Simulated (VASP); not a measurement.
# Sb (R-3m) in VASP: electric field gradients with r2SCAN

Aim: the electric field gradients of Sb with r2SCAN.

Everything below comes from runs of VASP 6.6.1. Logs are shortened: lines on timing, memory, paths and dates and some standing lists are left out, and cuts for length are marked.

**1. The cell of the first run**

Symmetry: R-3m, No. 166, trigonal system. Conventional cell: a = 4.426 Å, b = 4.426 Å, c = 11.678 Å, α = 90.00°, β = 90.00°, γ = 120.00°. Within 3.9 Å of Sb (site symmetry 3m) lie 6 Sb at 2.97 to 3.49 Å.

**2. Electric field gradients, r2SCAN (volume scaled by 1.05)**

The input, POSCAR:

```
Sb
1.0
    2.2127632967      1.2775394850      3.8926764054
   -2.2127632967      1.2775394850      3.8926764054
    0.0000000000     -2.5550789700      3.8926764054
Sb
2
Direct
    0.2682562500      0.2682562500      0.2682562500
    0.7317437500      0.7317437500      0.7317437500
```

The input, INCAR.step1:

```
SYSTEM = Sb
ALGO = Normal
EDIFF = 1E-4
ENCUT = 520
GGA = PE
ISMEAR = -1
LASPH = .TRUE.
LCHARG = .FALSE.
LREAL = .FALSE.
LWAVE = .TRUE.
NBANDS = 12
NELM = 100
PREC = Accurate
SIGMA = 0.05
```

The input, INCAR.step2:

```
SYSTEM = Sb
ALGO = Normal
EDIFF = 1E-8
ENCUT = 520
ISIF = 2
ISMEAR = -1
ISTART = 1
LASPH = .TRUE.
LCHARG = .FALSE.
LEFG = .TRUE.
LMIXTAU = .TRUE.
LREAL = .FALSE.
LWAVE = .FALSE.
METAGGA = R2SCAN
NBANDS = 12
NELM = 100
PREC = Accurate
SIGMA = 0.05
```

The input, KPOINTS:

```
k-points
0
G
  11 11 11
  0 0 0
```

Potentials or basis: VASP PAW PBE potentials, release 64 (Sb).

Started as:

```bash
$ cat potpaw_PBE.64/Sb/POTCAR > POTCAR
$ cp INCAR.step1 INCAR
$ mpirun -np 1 vasp_std > vasp.out
$ cp INCAR.step2 INCAR
$ mpirun -np 1 vasp_std > vasp.out
```

OUTCAR:

```text
SYSTEM = Sb
   EDIFF = 1E-8
   ENCUT = 520
   ISIF = 2
   ISMEAR = -1
   ISTART = 1
   LASPH = .TRUE.
   LREAL = .FALSE.
   METAGGA = R2SCAN
   NELM = 100
   PREC = Accurate

 ion  position               nearest neighbor table
   1  0.268  0.268  0.268-   2 2.97   2 2.97   2 2.97   2 3.49   2 3.49   2 3.49
   2  0.732  0.732  0.732-   1 2.97   1 2.97   1 2.97   1 3.49   1 3.49   1 3.49

  LATTYP: Found a trigonal (rhomboedric) cell.
 ALAT       =     4.6563245312
 COS(alpha) =     0.5483381276

  Lattice vectors:

 A1 = (   2.2127632967,   1.2775394850,   3.8926764054)
 A2 = (  -2.2127632967,   1.2775394850,   3.8926764054)
 A3 = (   0.0000000000,  -2.5550789700,   3.8926764054)

Analysis of symmetry for initial positions (statically):
=====================================================================
 Subroutine PRICEL returns:
 Original cell was already a primitive cell.

 Routine SETGRP: Setting up the symmetry group for a
 trigonal (rhombohedral) supercell.

 Subroutine GETGRP returns: Found 12 space group operations
 (whereof 12 operations were pure point group operations)
 out of a pool of 12 trial point group operations.

The static configuration has the point symmetry D_3d.

Analysis of symmetry for dynamics (positions and initial velocities):
=====================================================================
 Subroutine PRICEL returns:
 Original cell was already a primitive cell.

 Routine SETGRP: Setting up the symmetry group for a
 trigonal (rhombohedral) supercell.

 Subroutine GETGRP returns: Found 12 space group operations
 (whereof 12 operations were pure point group operations)
 out of a pool of 12 trial point group operations.

The dynamic configuration has the point symmetry D_3d.

 Subroutine INISYM returns: Found 12 space group operations
 (whereof 12 operations are pure point group operations),
 and found     1 'primitive' translations

----------------------------------------------------------------------------------------

                                     Primitive cell

  volume of cell :      66.0251

  direct lattice vectors                    reciprocal lattice vectors
     2.212763297  1.277539485  3.892676405     0.225961810  0.130459112  0.085630887
    -2.212763297  1.277539485  3.892676405    -0.225961810  0.130459112  0.085630887
     0.000000000 -2.555078970  3.892676405     0.000000000 -0.260918224  0.085630887

  length of vectors
     4.656324531  4.656324531  4.656324531     0.274610576  0.274610576  0.274610576

  position of ions in fractional coordinates (direct lattice)
     0.268256250  0.268256250  0.268256250
     0.731743750  0.731743750  0.731743750

  ion indices of the primitive-cell ions
   primitive index   ion index
                 1           1
                 2           2

----------------------------------------------------------------------------------------

 KPOINTS: k-points

Automatic generation of k-mesh.
 Grid dimensions read from file:
 generate k-points for:   11   11   11

 Generating k-lattice:

  Cartesian coordinates                     Fractional coordinates (reciprocal lattice)
     0.020541983  0.011859919  0.007784626     0.090909091 -0.000000000 -0.000000000
    -0.020541983  0.011859919  0.007784626    -0.000000000  0.090909091 -0.000000000
     0.000000000 -0.023719839  0.007784626    -0.000000000 -0.000000000  0.090909091

  Length of vectors
     0.024964598  0.024964598  0.024964598

  Shift w.r.t. Gamma in fractional coordinates (k-lattice)
     0.000000000  0.000000000  0.000000000

 Subroutine IBZKPT returns following result:
 ===========================================

 Found    146 irreducible k-points:

 Following reciprocal coordinates:
            Coordinates               Weight
  0.000000  0.000000  0.000000      1.000000
  0.090909 -0.000000  0.000000      6.000000
  0.181818  0.000000  0.000000      6.000000
  0.272727 -0.000000  0.000000      6.000000
  0.363636 -0.000000 -0.000000      6.000000
  0.454545 -0.000000  0.000000      6.000000
[... 16 lines left out ...]
 -0.272727  0.181818 -0.000000     12.000000
 -0.181818  0.181818  0.000000      6.000000
 [... further k-points ...]
   k-points           NKPTS =    146   k-points in BZ     NKDIM =    146   number of bands    NBANDS=     12
   number of dos      NEDOS =    301   number of ions     NIONS =      2
   total plane-waves  NPLWV =  46656
   dimension x,y,z NGX =    36 NGY =   36 NGZ =   36
   dimension x,y,z NGXF=    72 NGYF=   72 NGZF=   72
   ions per type =               2
   NGX,Y,Z   is equivalent  to a cutoff of  12.85, 12.85, 12.85 a.u.
   NGXF,Y,Z  is equivalent  to a cutoff of  25.71, 25.71, 25.71 a.u.
 SYSTEM =  Sb
   PREC   = accura    normal or accurate (medium, high low for compatibility)
   ISTART =      1    job   : 0-new  1-cont  2-samecut
   ICHARG =      0    charge: 1-file 2-atom 10-const
   ISPIN  =      1    spin polarized calculation?
   LNONCOLLINEAR =      F non collinear calculations
   LSORBIT =      F    spin-orbit coupling
   LASPH  =      T    aspherical Exc in radial PAW
   ENCUT  =  520.0 eV  38.22 Ry    6.18 a.u.   8.66  8.66  8.66*2*pi/ulx,y,z
   NELM   =    100;   NELMIN=  2; NELMDL=  0     # of ELM steps
   EDIFF  = 0.1E-07   stopping-criterion for ELM
   LREAL  =      F    real-space projection
   EDIFFG = 0.1E-06   stopping-criterion for IOM
   NSW    =      0    number of steps for IOM
   IBRION =     -1    ionic relax: 0-MD 1-quasi-New 2-CG
   NFREE  =      0    steps in history (QN), initial steepest desc. (CG)
   ISIF   =      2    stress and relaxation
   ISYM   =      2    0-nonsym 1-usesym 2-fastsym
   POTIM  = 0.5000    time-step for ionic-motion
   TEBEG  =    0.0;   TEEND  =   0.0 temperature during run
   PSTRESS=    0.0 pullay stress
   NELECT =      10.0000    total number of electrons
   NUPDOWN=      -1.0000    fix difference up-down
   EMIN   =  10.00;   EMAX   =-10.00  energy-range for DOS
   EFERMI =   0.00;   METHOD = LEGACY
   ISMEAR =    -1;   SIGMA  =   0.05  broadening in eV -4-tet -1-fermi 0-gaus
   EFERMI_NEDOS =   21; number of points for ismear=-14 and -15
   IALGO  =     38    algorithm
   IMIX   =      4    mixing-type and parameters
     AMIX     =   0.40;   BMIX     =  1.00
     AMIX_MAG =   1.60;   BMIX_MAG =  1.00
  volume/ion in A,a.u.               =      33.01       222.78
  Fermi-wavevector in a.u.,A,eV,Ry     =   0.872647  1.649064 10.361008  0.761513
  Thomas-Fermi vector in A             =   1.991926
   LORBIT       =      0    0 simple, 1 ext, 2 COOP (PROOUT), +10 PAW based schemes
   METAGGA = R2SCAN    functional components
   LHFCALC =     F    Hartree Fock is set to
   AEXX    =    0.0000 exact exchange contribution
   IVDW    =     0    specifies the selected vdW correction
   LEPSILON=     F    determine dielectric tensor
   LRPA    =     F    only Hartree local field effects (RPA)
 non-spin polarized calculation
  energy-cutoff  :      520.00
  volume of cell :       66.03
 maximum number of plane-waves:      1797
   NGX = 17   NGY = 17   NGZ = 17

 number of electron      10.0000001 magnetization

 Free energy of the ion-electron system (eV)
  ---------------------------------------------------
  ext. energy  EPLUGINS =         0.00000000
  ---------------------------------------------------
  free energy    TOTEN  =       -51.37200657 eV

  energy without entropy =      -51.37109167  energy(sigma->0) =      -51.37154912

 E-fermi :   6.2340     XC(G=0):  -9.5871

 val. band max:        6.1929078320   @ k =   0.4545  -0.0000   0.0000
 cond. band min:       6.3145905392   @ k =   0.3636   0.1818   0.1818
 fundamental gap:      0.1216827072
 Fermi energy:         6.2340031289

 k-point     1 :       0.0000    0.0000    0.0000
  band No.  band energies     occupation
      1      -6.5264      2.00000
      2       0.9078      2.00000
      3       4.1390      2.00000
      4       4.3121      2.00000
      5       4.3121      2.00000
      6       8.0930      0.00000
      7       8.7611      0.00000
      8       8.7611      0.00000
      9      11.7345      0.00000
     10      11.7345      0.00000
     11      11.9531      0.00000
     12      13.3564      0.00000
[... 331 lines left out ...]
 k-point    24 :      -0.1818    0.1818    0.0000
  band No.  band energies     occupation
      1      -5.5832      2.00000
      2      -1.4195      2.00000
      3       2.8950      2.00000
      4       4.8678      2.00000
      5       4.9316      2.00000
      6       6.7558      0.00006
      7       7.0790      0.00000
      8       9.4333      0.00000
      9      10.9547      0.00000
     10      12.4732      0.00000
     11      14.3842      0.00000
     12      14.3969      0.00000

 [... further k-points ...]

------------------------ aborting loop because EDIFF is reached ----------------------------------------

  FORCE on cell =-STRESS in cart. coord.  units (eV):
  Direction    XX          YY          ZZ          XY          YZ          ZX
  --------------------------------------------------------------------------------------
  -------------------------------------------------------------------------------------
  Total       -1.0799995     -1.0799995     -0.6912085      0.0000000     -0.0000000      0.0000000
  in kB      -26.2074812    -26.2074812    -16.7730019      0.0000000     -0.0000000      0.0000000
  external PRESSURE =     -23.0626548 kB  Pullay stress =       0.0000000 kB

 VOLUME and BASIS-vectors are now :
 -----------------------------------------------------------------------------
  energy-cutoff  :      520.00
  volume of cell :       66.03
      direct lattice vectors                 reciprocal lattice vectors
     2.212763297  1.277539485  3.892676405     0.225961810  0.130459112  0.085630887
    -2.212763297  1.277539485  3.892676405    -0.225961810  0.130459112  0.085630887
     0.000000000 -2.555078970  3.892676405     0.000000000 -0.260918224  0.085630887

 POSITION                                       TOTAL-FORCE (eV/Angst)
 -----------------------------------------------------------------------------------
      0.00000      0.00000      3.13270         0.000000     -0.000000      0.200373
      0.00000      0.00000      8.54532         0.000000      0.000000     -0.200373
 -----------------------------------------------------------------------------------
    total drift:                                0.000000      0.000000     -0.000000

  FREE ENERGIE OF THE ION-ELECTRON SYSTEM (eV)
  ---------------------------------------------------
  free  energy   TOTEN  =       -51.3720065707 eV

  energy  without entropy=      -51.3710916696  energy(sigma->0) =      -51.37154912

 Electric field gradients (V/A^2)
---------------------------------------------------------------------
 ion       V_xx      V_yy      V_zz      V_xy      V_xz      V_yz
---------------------------------------------------------------------
   1      33.094    33.094   -66.189     0.000    -0.000     0.000
   2      33.094    33.094   -66.189     0.000    -0.000     0.000
---------------------------------------------------------------------

 Electric field gradients after diagonalization (V/A^2)
 (convention: |V_zz| > |V_xx| > |V_yy|)
----------------------------------------------------------------------
 ion       V_xx      V_yy      V_zz     asymmetry (V_yy - V_xx)/ V_zz
----------------------------------------------------------------------
   1      33.094    33.094   -66.189       0.000
   2      33.094    33.094   -66.189       0.000
----------------------------------------------------------------------

           NMR quadrupolar parameters

 Cq : quadrupolar parameter    Cq=e*Q*V_zz/h
 eta: asymmetry parameters     (V_yy - V_xx)/ V_zz
 Q  : nuclear electric quadrupole moment in mb (millibarn)
----------------------------------------------------------------------
 ion       Cq(MHz)       eta       Q (mb)
----------------------------------------------------------------------
   1      -0.160       0.000       1.000
   2      -0.160       0.000       1.000
----------------------------------------------------------------------
```

Wall time 5.5 min (1 thread of Intel Xeon 6975P-C, shared host); peak memory 0.28 GiB.

What came out:

| Quantity | Value |
| --- | --- |
| Free energy | -51.3720 eV |
| Pressure | -2.3 GPa |
| Largest force | 0.200 eV/Å |
| Band gap on the k mesh | zero (band 5 reaches 6.31 eV, above the bottom of band 6 at 6.19 eV) |

Forces in eV/Å, atoms in the order of the input:
```
Sb   0.000  0.000  0.200
Sb   0.000  0.000 -0.200
```

Stress tensor (GPa, compression positive):
```
-2.62  0.00  0.00
 0.00 -2.62  0.00
 0.00  0.00 -1.68
```

Levels at points of the mesh, in eV from the Fermi level:
| k point | band 2 | band 3 | band 4 | band 5 | band 6 | band 7 | band 8 | band 9 |
| --- | --- | --- | --- | --- | --- | --- | --- | --- |
| (0.00, 0.00, 0.00) | -5.33 | -2.10 | -1.92 | -1.92 | 1.86 | 2.53 | 2.53 | 5.50 |

Electric field gradients, principal values (V/Å²):
```csv
atom,least,middle,greatest (by size)
1 Sb,33.094,33.094,-66.189
2 Sb,33.094,33.094,-66.189
```

Caveat: without QUAD_EFG the Cq values of the log hold for a quadrupole moment of 1 mb, not for the nuclei; the PAW data sets were made with another functional, which shifts forces and pressure a little; spin-orbit coupling is left out, which moves the levels of the heavy elements.
